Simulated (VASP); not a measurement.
# BeZn3Te4: single point with PBE

The system is BeZn3Te4.

```
CELL_PARAMETERS angstrom
6.04827 0.00000 0.00000
0.00000 6.04827 0.00000
0.00000 0.00000 6.04827
ATOMIC_POSITIONS crystal
Be 0.50000 0.50000 0.50000
Zn 0.00000 0.00000 0.50000
Zn 0.00000 0.50000 0.00000
Zn 0.50000 0.00000 0.00000
Te 0.26230 0.26230 0.26230
Te 0.26230 0.73770 0.73770
Te 0.73770 0.26230 0.73770
Te 0.73770 0.73770 0.26230
```

- Program: VASP 6.6.1
- Task: single point
- Functional: PBE
- Potentials or basis: VASP PAW PBE potentials, release 64 (Be, Zn, Te)
- Cutoff: 520 eV
- k mesh: 2 × 2 × 2
- Occupations: gaussian, width 0.1 eV
- Spin: no spin polarisation

The pressure is 0.5 GPa, the largest force is 0.016 eV/Å and the band gap on the k mesh is 1.60 eV.

Forces on the atoms (eV/Å):
```
Be   0.000  0.000  0.000
Zn   0.000  0.000  0.000
Zn   0.000  0.000  0.000
Zn   0.000  0.000  0.000
Te  -0.009 -0.009 -0.009
Te  -0.009  0.009  0.009
Te   0.009 -0.009  0.009
Te   0.009  0.009 -0.009
```

Levels at points of the mesh, in eV from the valence-band top:
```tsv
k point	band 27	band 28	band 29	band 30	band 31	band 32	band 33	band 34	band 35	band 36
(0.00, 0.00, 0.00)	-2.04	-2.04	0.00	0.00	0.00	1.60	2.02	2.02	2.38	2.38
(0.50, 0.00, 0.00)	-2.67	-1.45	-1.45	-1.07	-1.07	2.63	2.75	3.57	3.64	4.50
(0.50, 0.50, 0.00)	-2.41	-1.10	-1.10	-0.98	-0.56	2.73	3.45	3.45	3.61	5.12
(0.50, 0.50, 0.50)	-0.76	-0.76	-0.76	-0.67	-0.67	1.77	1.77	1.77	2.49	4.68
```

Wall time 48 s on 1 thread of Intel(R) Xeon(R) Platinum 8488C (Sapphire Rapids), with other jobs on the host, peak memory 0.32 GiB.

Caveat: the k points lie up to 0.52 Å⁻¹ apart; spin-orbit coupling is left out, which moves the levels of the heavy elements. A k mesh can miss the band edges.
